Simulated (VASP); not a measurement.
# SrCl2 (R-3m) in VASP: notebook

SrCl2 is run at these levels: PBE; tasks: single point.

Program: VASP 6.6.1. These are calculated values, not measurements. Logs are shortened: lines on timing, memory, paths and dates and some standing lists are left out, and cuts for length are marked.

## Step 1: The cell of the first run

The structure is trigonal, space group R-3m (No. 166). Conventional cell: a = 5.050 Å, b = 5.050 Å, c = 11.504 Å, α = 90.00°, β = 90.00°, γ = 120.00°. Within 3.8 Å of Sr (site symmetry -3m) lie 8 Cl at 2.88 to 3.07 Å. Cl (site symmetry 3m) has 4 Sr at 2.88 to 3.07 Å and 6 Cl at 3.49 Å within 3.8 Å.

## Step 2: Single point, PBE

File INCAR:

```
  PREC = Accurate
  ENCUT = 520
  EDIFF = 1E-7
  ISMEAR = 0
  SIGMA = 0.05
  LREAL = False
  LASPH = True
  NELM = 60
  ALGO = Normal
  ISIF = 2
  LWAVE = False
  LCHARG = False
  GGA = PE
  NBANDS = 19
```

File KPOINTS:

```
regular mesh
0
Gamma
  6 6 6
```

File POSCAR:

```
SrCl2
1.0
   -0.1666393458      3.4042037775      3.4042037775
    3.4042037775     -0.1666393458      3.4042037775
    3.4042037775      3.4042037775     -0.1666393458
Sr Cl
1 2
Direct
    0.0000000000      0.0000000000      0.0000000000
    0.2500000000      0.2500000000      0.2500000000
    0.7500000000      0.7500000000      0.7500000000
```

Potentials or basis: VASP PAW PBE potentials, release 64 (Sr_sv, Cl).

Command:

```bash
$ cat potpaw_PBE.64/Sr_sv/POTCAR potpaw_PBE.64/Cl/POTCAR > POTCAR
$ mpirun -np 1 vasp_std > vasp.out
```

OUTCAR:

```text
PREC = Accurate
   ENCUT = 520
   EDIFF = 1E-7
   ISMEAR = 0
   LREAL = False
   LASPH = True
   NELM = 60
   ISIF = 2
   GGA = PE

 ion  position               nearest neighbor table
   1  0.000  0.000  0.000-   2 2.88   3 2.88   3 3.07   3 3.07   3 3.07   2 3.07   2 3.07   2 3.07

   2  0.250  0.250  0.250-   1 2.88   1 3.07   1 3.07   1 3.07
   3  0.750  0.750  0.750-   1 2.88   1 3.07   1 3.07   1 3.07

  LATTYP: Found a trigonal (rhomboedric) cell.
 ALAT       =     4.8171542833
 COS(alpha) =     0.4505091948

  Lattice vectors:

 A1 = (  -0.1666393458,   3.4042037775,   3.4042037775)
 A2 = (   3.4042037775,  -0.1666393458,   3.4042037775)
 A3 = (   3.4042037775,   3.4042037775,  -0.1666393458)

Analysis of symmetry for initial positions (statically):
=====================================================================
 Subroutine PRICEL returns:
 Original cell was already a primitive cell.

 Routine SETGRP: Setting up the symmetry group for a
 trigonal (rhombohedral) supercell.

 Subroutine GETGRP returns: Found 12 space group operations
 (whereof 12 operations were pure point group operations)
 out of a pool of 12 trial point group operations.

The static configuration has the point symmetry D_3d.

Analysis of symmetry for dynamics (positions and initial velocities):
=====================================================================
 Subroutine PRICEL returns:
 Original cell was already a primitive cell.

 Routine SETGRP: Setting up the symmetry group for a
 trigonal (rhombohedral) supercell.

 Subroutine GETGRP returns: Found 12 space group operations
 (whereof 12 operations were pure point group operations)
 out of a pool of 12 trial point group operations.

The dynamic configuration has the point symmetry D_3d.

 Subroutine INISYM returns: Found 12 space group operations
 (whereof 12 operations are pure point group operations),
 and found     1 'primitive' translations

----------------------------------------------------------------------------------------

                                     Primitive cell

  volume of cell :      84.6887

  direct lattice vectors                    reciprocal lattice vectors
    -0.166639346  3.404203777  3.404203777    -0.136509833  0.143536074  0.143536074
     3.404203777 -0.166639346  3.404203777     0.143536074 -0.136509833  0.143536074
     3.404203777  3.404203777 -0.166639346     0.143536074  0.143536074 -0.136509833

[... 84 lines left out ...]
   NELM   =     60;   NELMIN=  2; NELMDL= -5     # of ELM steps
   EDIFF  = 0.1E-06   stopping-criterion for ELM
   LREAL  =      F    real-space projection
   EDIFFG = 0.1E-05   stopping-criterion for IOM
   NSW    =      0    number of steps for IOM
   IBRION =     -1    ionic relax: 0-MD 1-quasi-New 2-CG
   NFREE  =      0    steps in history (QN), initial steepest desc. (CG)
   ISIF   =      2    stress and relaxation
   ISYM   =      2    0-nonsym 1-usesym 2-fastsym
   POTIM  = 0.5000    time-step for ionic-motion
   TEBEG  =    0.0;   TEEND  =   0.0 temperature during run
   PSTRESS=    0.0 pullay stress
   NELECT =      24.0000    total number of electrons
   NUPDOWN=      -1.0000    fix difference up-down
   EMIN   =  10.00;   EMAX   =-10.00  energy-range for DOS
   EFERMI =   0.00;   METHOD = LEGACY
   ISMEAR =     0;   SIGMA  =   0.05  broadening in eV -4-tet -1-fermi 0-gaus
   EFERMI_NEDOS =   21; number of points for ismear=-14 and -15
   IALGO  =     38    algorithm
   IMIX   =      4    mixing-type and parameters
     AMIX     =   0.40;   BMIX     =  1.00
     AMIX_MAG =   1.60;   BMIX_MAG =  1.00
  volume/ion in A,a.u.               =      28.23       190.50
  Fermi-wavevector in a.u.,A,eV,Ry     =   1.075318  2.032056 15.732530  1.156308
  Thomas-Fermi vector in A             =   2.211171
   LORBIT       =      0    0 simple, 1 ext, 2 COOP (PROOUT), +10 PAW based schemes
   GGA     = PE    functional components
   LHFCALC =     F    Hartree Fock is set to
   AEXX    =    0.0000 exact exchange contribution
   IVDW    =     0    specifies the selected vdW correction
   LEPSILON=     F    determine dielectric tensor
   LRPA    =     F    only Hartree local field effects (RPA)
 non-spin polarized calculation
 Gauss-broadening in eV      SIGMA  =   0.05
  energy-cutoff  :      520.00
  volume of cell :       84.69
 maximum number of plane-waves:      2330
   NGX = 17   NGY = 17   NGZ = 17

 number of electron      24.0000001 magnetization

 Free energy of the ion-electron system (eV)
  ---------------------------------------------------
  ext. energy  EPLUGINS =         0.00000000
  ---------------------------------------------------
  free energy    TOTEN  =       -12.74587527 eV

  energy without entropy =      -12.74587527  energy(sigma->0) =      -12.74587527

 E-fermi :   0.4367     XC(G=0):  -8.2914

 val. band max:        0.1517795328   @ k =   0.5000   0.5000  -0.0000
 cond. band min:       5.5006610135   @ k =   0.0000   0.0000   0.0000
 fundamental gap:      5.3488814807
 Fermi energy:         0.4366603945

 k-point     1 :       0.0000    0.0000    0.0000
  band No.  band energies     occupation
      1     -32.6955      2.00000
      2     -14.7124      2.00000
      3     -14.6934      2.00000
      4     -14.6934      2.00000
      5     -13.1511      2.00000
      6     -12.2782      2.00000
[... 505 lines left out ...]
      6     -12.3966      2.00000
[... 11 lines left out ...]
     18       9.7764      0.00000
     19      10.1611      0.00000

 [... further k-points ...]

------------------------ aborting loop because EDIFF is reached ----------------------------------------

  FORCE on cell =-STRESS in cart. coord.  units (eV):
  Direction    XX          YY          ZZ          XY          YZ          ZX
  --------------------------------------------------------------------------------------
  -------------------------------------------------------------------------------------
  Total        0.7842917      0.7842917      0.7842917      0.5322106      0.5322106      0.5322106
  in kB       14.8375752     14.8375752     14.8375752     10.0685936     10.0685936     10.0685936
  external PRESSURE =      14.8375752 kB  Pullay stress =       0.0000000 kB

 VOLUME and BASIS-vectors are now :
 -----------------------------------------------------------------------------
  energy-cutoff  :      520.00
  volume of cell :       84.69
      direct lattice vectors                 reciprocal lattice vectors
    -0.166639346  3.404203777  3.404203777    -0.136509833  0.143536074  0.143536074
     3.404203777 -0.166639346  3.404203777     0.143536074 -0.136509833  0.143536074
     3.404203777  3.404203777 -0.166639346     0.143536074  0.143536074 -0.136509833

 POSITION                                       TOTAL-FORCE (eV/Angst)
 -----------------------------------------------------------------------------------
      0.00000      0.00000      0.00000        -0.000000     -0.000000     -0.000000
      1.66044      1.66044      1.66044         0.166773      0.166773      0.166773
      4.98133      4.98133      4.98133        -0.166773     -0.166773     -0.166773
 -----------------------------------------------------------------------------------
    total drift:                                0.000000      0.000000      0.000000

  FREE ENERGIE OF THE ION-ELECTRON SYSTEM (eV)
  ---------------------------------------------------
  free  energy   TOTEN  =       -12.7458752660 eV

  energy  without entropy=      -12.7458752660  energy(sigma->0) =      -12.74587527
```

It took 49 s on 1 thread of Intel Xeon Platinum 8259CL at 2.50GHz (Skylake/Cascade Lake), shared host; peak memory 0.22 GiB.

Results:

| Quantity | Value |
| --- | --- |
| Free energy | -12.7459 eV |
| Pressure | 1.5 GPa |
| Largest force | 0.289 eV/Å |
| Band gap on the k mesh | 5.35 eV, indirect (least direct gap 5.53 eV) |

Forces in eV/Å, atoms in the order of the input:
```
Sr   0.000  0.000  0.000
Cl   0.167  0.167  0.167
Cl  -0.167 -0.167 -0.167
```

 A k mesh can miss the band edges.

[end of part 1 of 2]
